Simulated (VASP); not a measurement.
# SiC3 (Im-3m) in VASP: single point with PBE

Aim: the single point of SiC3 with PBE.

All numbers are computed with VASP 6.6.1; they aren't measurements. Logs are shortened: lines on timing, memory, paths and dates and some standing lists are left out, and cuts for length are marked.

## 1. The cell of the first run

It takes space group Im-3m (No. 229, cubic). The conventional cell has a = 3.943 Å, b = 3.943 Å, c = 3.943 Å, α = 90.00°, β = 90.00°, γ = 90.00°. Within 2.6 Å of Si (site symmetry m-3m) lie 6 C at 1.97 Å. Within 2.6 Å of C (site symmetry 4/mmm) lie 2 Si at 1.97 Å and 4 C at 1.97 Å.

The cell was built from a structure type or drawn by symmetry, and may not be a known phase.

## 2. Single point, PBE

Input file INCAR:

```
PREC = Accurate
ENCUT = 600
EDIFF = 1E-6
ISMEAR = 0
SIGMA = 0.2
LREAL = False
LASPH = True
NELM = 120
ALGO = Normal
ISIF = 2
LWAVE = False
LCHARG = False
GGA = PE
NBANDS = 16
GGA_COMPAT = False
```

Input file KPOINTS:

```
regular mesh
0
Gamma
  6 6 6
```

Input file POSCAR:

```
SiC3
1.0
   -1.9713298932      1.9713298932      1.9713298932
    1.9713298932     -1.9713298932      1.9713298932
    1.9713298932      1.9713298932     -1.9713298932
Si C
1 3
Direct
    0.0000000000      0.0000000000      0.0000000000
    0.0000000000      0.5000000000      0.5000000000
    0.5000000000      0.0000000000      0.5000000000
    0.5000000000      0.5000000000      0.0000000000
```

Potentials or basis: VASP PAW PBE potentials, release 64 (Si, C).

Launch:

```
$ cat potpaw_PBE.64/Si/POTCAR potpaw_PBE.64/C/POTCAR > POTCAR
$ mpirun -np 1 vasp_std > vasp.out
```

OUTCAR:

```text
PREC = Accurate
   ENCUT = 600
   EDIFF = 1E-6
   ISMEAR = 0
   LREAL = False
   LASPH = True
   NELM = 120
   ISIF = 2
   GGA = PE

 ion  position               nearest neighbor table
   1  0.000  0.000  0.000-   2 1.97   3 1.97   4 1.97   2 1.97   3 1.97   4 1.97
   2  0.000  0.500  0.500-   1 1.97   3 1.97   4 1.97   1 1.97   4 1.97   3 1.97
   3  0.500  0.000  0.500-   1 1.97   2 1.97   4 1.97   4 1.97   1 1.97   2 1.97
   4  0.500  0.500  0.000-   1 1.97   2 1.97   3 1.97   3 1.97   2 1.97   1 1.97

  LATTYP: Found a body centered cubic cell.
 ALAT       =     3.9426597864

  Lattice vectors:

 A1 = (  -1.9713298932,   1.9713298932,   1.9713298932)
 A2 = (   1.9713298932,  -1.9713298932,   1.9713298932)
 A3 = (   1.9713298932,   1.9713298932,  -1.9713298932)

Analysis of symmetry for initial positions (statically):
=====================================================================
 Subroutine PRICEL returns:
 Original cell was already a primitive cell.

 Routine SETGRP: Setting up the symmetry group for a
 body centered cubic supercell.

 Subroutine GETGRP returns: Found 48 space group operations
 (whereof 48 operations were pure point group operations)
 out of a pool of 48 trial point group operations.

The static configuration has the point symmetry O_h .

Analysis of symmetry for dynamics (positions and initial velocities):
=====================================================================
 Subroutine PRICEL returns:
 Original cell was already a primitive cell.

 Routine SETGRP: Setting up the symmetry group for a
 body centered cubic supercell.

 Subroutine GETGRP returns: Found 48 space group operations
 (whereof 48 operations were pure point group operations)
 out of a pool of 48 trial point group operations.

The dynamic configuration has the point symmetry O_h .

 Subroutine INISYM returns: Found 48 space group operations
 (whereof 48 operations are pure point group operations),
 and found     1 'primitive' translations

----------------------------------------------------------------------------------------

                                     Primitive cell

  volume of cell :      30.6435

  direct lattice vectors                    reciprocal lattice vectors
    -1.971329893  1.971329893  1.971329893     0.000000000  0.253635884  0.253635884
     1.971329893 -1.971329893  1.971329893     0.253635884  0.000000000  0.253635884
     1.971329893  1.971329893 -1.971329893     0.253635884  0.253635884  0.000000000

  length of vectors
     3.414443534  3.414443534  3.414443534     0.358695307  0.358695307  0.358695307

  position of ions in fractional coordinates (direct lattice)
     0.000000000  0.000000000  0.000000000
     0.000000000  0.500000000  0.500000000
     0.500000000  0.000000000  0.500000000
     0.500000000  0.500000000  0.000000000

  ion indices of the primitive-cell ions
   primitive index   ion index
                 1           1
                 2           2
                 3           3
                 4           4

----------------------------------------------------------------------------------------

 KPOINTS: regular mesh

Automatic generation of k-mesh.
 Grid dimensions read from file:
 generate k-points for:    6    6    6

 Generating k-lattice:

  Cartesian coordinates                     Fractional coordinates (reciprocal lattice)
     0.000000000  0.042272647  0.042272647     0.166666667  0.000000000  0.000000000
     0.042272647  0.000000000  0.042272647     0.000000000  0.166666667  0.000000000
     0.042272647  0.042272647  0.000000000     0.000000000  0.000000000  0.166666667

  Length of vectors
     0.059782551  0.059782551  0.059782551

  Shift w.r.t. Gamma in fractional coordinates (k-lattice)
     0.000000000  0.000000000  0.000000000

 Subroutine IBZKPT returns following result:
 ===========================================

 Found     16 irreducible k-points:

 Following reciprocal coordinates:
            Coordinates               Weight
  0.000000  0.000000  0.000000      1.000000
  0.166667  0.000000  0.000000     12.000000
  0.333333  0.000000  0.000000     12.000000
  0.500000  0.000000  0.000000      6.000000
  0.166667  0.166667  0.000000     24.000000
  0.333333  0.166667  0.000000     48.000000
[... 8 lines left out ...]
  0.500000  0.500000  0.333333     12.000000
  0.500000  0.500000  0.500000      1.000000
   k-points           NKPTS =     16   k-points in BZ     NKDIM =     16   number of bands    NBANDS=     16
   number of dos      NEDOS =    301   number of ions     NIONS =      4
   total plane-waves  NPLWV =  21952
   dimension x,y,z NGX =    28 NGY =   28 NGZ =   28
   dimension x,y,z NGXF=    56 NGYF=   56 NGZF=   56
   ions per type =               1   3
   NGX,Y,Z   is equivalent  to a cutoff of  13.63, 13.63, 13.63 a.u.
   NGXF,Y,Z  is equivalent  to a cutoff of  27.27, 27.27, 27.27 a.u.
 SYSTEM =  unknown system
   PREC   = accura    normal or accurate (medium, high low for compatibility)
   ISTART =      0    job   : 0-new  1-cont  2-samecut
   ICHARG =      2    charge: 1-file 2-atom 10-const
   ISPIN  =      1    spin polarized calculation?
   LNONCOLLINEAR =      F non collinear calculations
   LSORBIT =      F    spin-orbit coupling
   LASPH  =      T    aspherical Exc in radial PAW
   ENCUT  =  600.0 eV  44.10 Ry    6.64 a.u.   6.82  6.82  6.82*2*pi/ulx,y,z
   NELM   =    120;   NELMIN=  2; NELMDL= -5     # of ELM steps
   EDIFF  = 0.1E-05   stopping-criterion for ELM
   LREAL  =      F    real-space projection
   EDIFFG = 0.1E-04   stopping-criterion for IOM
   NSW    =      0    number of steps for IOM
   IBRION =     -1    ionic relax: 0-MD 1-quasi-New 2-CG
   NFREE  =      0    steps in history (QN), initial steepest desc. (CG)
   ISIF   =      2    stress and relaxation
   ISYM   =      2    0-nonsym 1-usesym 2-fastsym
   POTIM  = 0.5000    time-step for ionic-motion
   TEBEG  =    0.0;   TEEND  =   0.0 temperature during run
   PSTRESS=    0.0 pullay stress
   NELECT =      16.0000    total number of electrons
   NUPDOWN=      -1.0000    fix difference up-down
   EMIN   =  10.00;   EMAX   =-10.00  energy-range for DOS
   EFERMI =   0.00;   METHOD = LEGACY
   ISMEAR =     0;   SIGMA  =   0.20  broadening in eV -4-tet -1-fermi 0-gaus
   EFERMI_NEDOS =   21; number of points for ismear=-14 and -15
   IALGO  =     38    algorithm
   IMIX   =      4    mixing-type and parameters
     AMIX     =   0.40;   BMIX     =  1.00
     AMIX_MAG =   1.60;   BMIX_MAG =  1.00
  volume/ion in A,a.u.               =       7.66        51.70
  Fermi-wavevector in a.u.,A,eV,Ry     =   1.318263  2.491157 23.644454  1.737818
  Thomas-Fermi vector in A             =   2.448246
   LORBIT       =      0    0 simple, 1 ext, 2 COOP (PROOUT), +10 PAW based schemes
   GGA     = PE    functional components
   LHFCALC =     F    Hartree Fock is set to
   AEXX    =    0.0000 exact exchange contribution
   IVDW    =     0    specifies the selected vdW correction
   LEPSILON=     F    determine dielectric tensor
   LRPA    =     F    only Hartree local field effects (RPA)
 non-spin polarized calculation
 Gauss-broadening in eV      SIGMA  =   0.20
  energy-cutoff  :      600.00
  volume of cell :       30.64
 maximum number of plane-waves:      1055
   NGX = 13   NGY = 13   NGZ = 13

 number of electron      16.0000001 magnetization

 Free energy of the ion-electron system (eV)
  ---------------------------------------------------
  ext. energy  EPLUGINS =         0.00000000
  ---------------------------------------------------
  free energy    TOTEN  =       -25.37308249 eV

  energy without entropy =      -25.31106610  energy(sigma->0) =      -25.34207429

 E-fermi :   9.8006     XC(G=0): -12.6826

 val. band max:        9.7557474039   @ k =   0.5000   0.5000   0.5000
 cond. band min:       9.8117924860   @ k =   0.3333   0.0000   0.0000
 fundamental gap:      0.0560450820
 Fermi energy:         9.8005584505

 k-point     1 :       0.0000    0.0000    0.0000
  band No.  band energies     occupation
      1      -8.5662      2.00000
      2       4.7345      2.00000
      3       4.7345      2.00000
      4       5.2227      2.00000
      5       5.2227      2.00000
      6       5.2227      2.00000
[... 8 lines left out ...]
     15      18.0639      0.00000
     16      18.0639      0.00000

 k-point     2 :       0.1667    0.0000    0.0000
  band No.  band energies     occupation
      1      -8.1113      2.00000
      2       1.8406      2.00000
      3       3.2708      2.00000
      4       4.8060      2.00000
      5       4.8961      2.00000
      6       5.6160      2.00000
[... 8 lines left out ...]
     15      17.5305      0.00000
     16      18.2265      0.00000

 k-point     3 :       0.3333    0.0000    0.0000
  band No.  band energies     occupation
      1      -6.7635      2.00000
      2      -1.5403      2.00000
      3       2.1794      2.00000
      4       3.6470      2.00000
      5       4.1222      2.00000
      6       4.9288      2.00000
[... 8 lines left out ...]
     15      19.7728      0.00000
     16      21.3993      0.00000

 k-point     4 :       0.5000    0.0000    0.0000
  band No.  band energies     occupation
      1      -4.8714      2.00000
      2      -4.1773      2.00000
      3       1.8087      2.00000
      4       3.2117      2.00000
      5       3.8310      2.00000
      6       4.6393      2.00000
[... 8 lines left out ...]
     15      20.7981      0.00000
     16      22.0947      0.00000
[... 172 lines left out ...]
 k-point    14 :      -0.3333    0.3333    0.3333
  band No.  band energies     occupation
      1      -5.0166      2.00000
      2      -1.2646      2.00000
      3       0.5745      2.00000
      4       1.3345      2.00000
      5       1.3345      2.00000
      6       5.7833      2.00000
[... 8 lines left out ...]
     15      21.6275      0.00000
     16      24.2230      0.00000

 k-point    15 :       0.5000    0.5000    0.3333
  band No.  band energies     occupation
      1      -3.2649      2.00000
      2      -2.6619      2.00000
      3      -0.4484      2.00000
      4       0.9089      2.00000
      5       2.4597      2.00000
      6       3.4631      2.00000
[... 8 lines left out ...]
     15      22.6332      0.00000
     16      23.2067      0.00000

 k-point    16 :       0.5000    0.5000    0.5000
  band No.  band energies     occupation
      1      -2.0612      2.00000
      2      -2.0612      2.00000
      3       0.4733      2.00000
      4       0.4733      2.00000
      5       0.4733      2.00000
      6       0.7546      2.00000
[... 8 lines left out ...]
     15      22.1217      0.00000
     16      22.1217      0.00000

------------------------ aborting loop because EDIFF is reached ----------------------------------------

  FORCE on cell =-STRESS in cart. coord.  units (eV):
  Direction    XX          YY          ZZ          XY          YZ          ZX
  --------------------------------------------------------------------------------------
  -------------------------------------------------------------------------------------
  Total       -0.0668315     -0.0668315     -0.0668315     -0.0000000     -0.0000000      0.0000000
  in kB       -3.4942504     -3.4942504     -3.4942504     -0.0000000     -0.0000000      0.0000000
  external PRESSURE =      -3.4942504 kB  Pullay stress =       0.0000000 kB

 VOLUME and BASIS-vectors are now :
 -----------------------------------------------------------------------------
  energy-cutoff  :      600.00
  volume of cell :       30.64
      direct lattice vectors                 reciprocal lattice vectors
    -1.971329893  1.971329893  1.971329893     0.000000000  0.253635884  0.253635884
     1.971329893 -1.971329893  1.971329893     0.253635884  0.000000000  0.253635884
     1.971329893  1.971329893 -1.971329893     0.253635884  0.253635884  0.000000000

 POSITION                                       TOTAL-FORCE (eV/Angst)
 -----------------------------------------------------------------------------------
      0.00000      0.00000      0.00000         0.000000      0.000000      0.000000
      1.97133      0.00000      0.00000        -0.000000     -0.000000     -0.000000
      0.00000      1.97133      0.00000         0.000000     -0.000000      0.000000
      0.00000      0.00000      1.97133        -0.000000      0.000000      0.000000
 -----------------------------------------------------------------------------------
    total drift:                                0.000000      0.000000     -0.000000

  FREE ENERGIE OF THE ION-ELECTRON SYSTEM (eV)
  ---------------------------------------------------
  free  energy   TOTEN  =       -25.3730824884 eV

  energy  without entropy=      -25.3110661004  energy(sigma->0) =      -25.34207429
```

Wall time 5.5 s (1 thread of Intel Xeon Platinum 8488C (Sapphire Rapids), shared host); peak memory 0.15 GiB.

Results:

* Free energy: -25.3731 eV
* Pressure: -0.3 GPa
* Band gap on the k mesh: zero (bands 8 and 9 overlap by 5.23 eV)

Levels at points of the mesh, in eV from the Fermi level:
```csv
k point,band 6,band 7,band 8,band 9,band 10,band 11
"(0.00, 0.00, 0.00)",-4.58,-3.76,-3.76,-3.76,2.23,5.49
"(0.50, 0.00, 0.00)",-5.16,-1.45,1.07,2.24,2.38,2.46
"(0.50, 0.50, 0.50)",-9.05,-0.04,-0.04,-0.04,7.27,9.40
```

Caveat: the k points lie up to 0.38 Å⁻¹ apart, too coarse for converged energies and pressures of a metal.
